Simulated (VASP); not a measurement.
Runs of VASP 6.6.1 on TiAl. The structure is that of space group P4/mmm (No. 123), or close to it. The cells are those of the table. 

| task | cell | cutoff (eV) | smearing | gap on the mesh (eV) | pressure (GPa) | relaxed volume (Å³/atom) |
| --- | --- | --- | --- | --- | --- | --- |
| relaxation of cell and atoms | relaxed from a = 2.769, b = 2.769, c = 3.991 Å, 2 atoms | 600 | fermi-dirac 0.15 eV | none | 0.0 | (a) |
| single point | a = 2.769, b = 2.769, c = 3.997 Å, 2 atoms | 520 | fermi-dirac 0.15 eV | none | 0.2 | - |
| single point | a = 2.769, b = 2.769, c = 3.991 Å, 2 atoms | 520 | gaussian 0.1 eV | none | 0.2 | - |
| relaxation of cell and atoms | relaxed from a = 2.811, b = 2.811, c = 4.066 Å, 2 atoms | 600 | gaussian 0.1 eV | none | 0.0 | 15.32 |

Alike in all rows: level LDA; potentials or basis VASP PAW LDA potentials, release 64 (Ti_sv, Al); no spin polarisation; k mesh 12 × 12 × 8.

Estimate the missing entries.

(a) 15.35.

A gap of «none» marks levels without a gap at the run's occupations.
